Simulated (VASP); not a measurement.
**ZrS: single point with PBEsol**

The system is ZrS.

```
CELL_PARAMETERS angstrom
0.00000 2.55305 2.55305
2.55305 0.00000 2.55305
2.55305 2.55305 0.00000
ATOMIC_POSITIONS crystal
Zr 0.00000 0.00000 0.00000
S 0.50000 0.50000 0.50000
```

```
Program             : VASP 6.6.1
Task                : single point
Functional          : PBEsol
Potentials or basis : VASP PAW PBE potentials, release 64 (Zr_sv, S)
Cutoff              : 520 eV
k mesh              : 8 × 8 × 8
Occupations         : methfessel-paxton, width 0.02 eV
Spin                : no spin polarisation
```

```
Pressure               : 5.7 GPa
Band gap on the k mesh : zero (band 9 reaches 13.35 eV, above the bottom of band 10 at 10.12 eV)
```

Levels at points of the mesh, in eV from the Fermi level:
```
           k point  band 5  band 6  band 7  band 8  band 9  band 10  band 11  band 12  band 13  band 14
(0.00, 0.00, 0.00)  -16.28   -3.60   -3.60   -3.60   -1.62    -1.62    -1.62    -0.85    -0.85     2.45
(0.50, 0.00, 0.00)  -14.39   -8.52   -6.37   -6.37    1.61     1.61     1.88     2.02     5.94     5.94
(0.50, 0.50, 0.00)  -15.37   -6.45   -4.57   -4.57   -3.93     0.49     2.64     2.64     3.12     3.91
```

It took 10 s on 1 thread of Intel(R) Xeon(R) Platinum 8488C (Sapphire Rapids), with other jobs on the host, peak memory 0.16 GiB.

Caveat: the PAW data sets were made with another functional, which shifts forces and pressure a little.
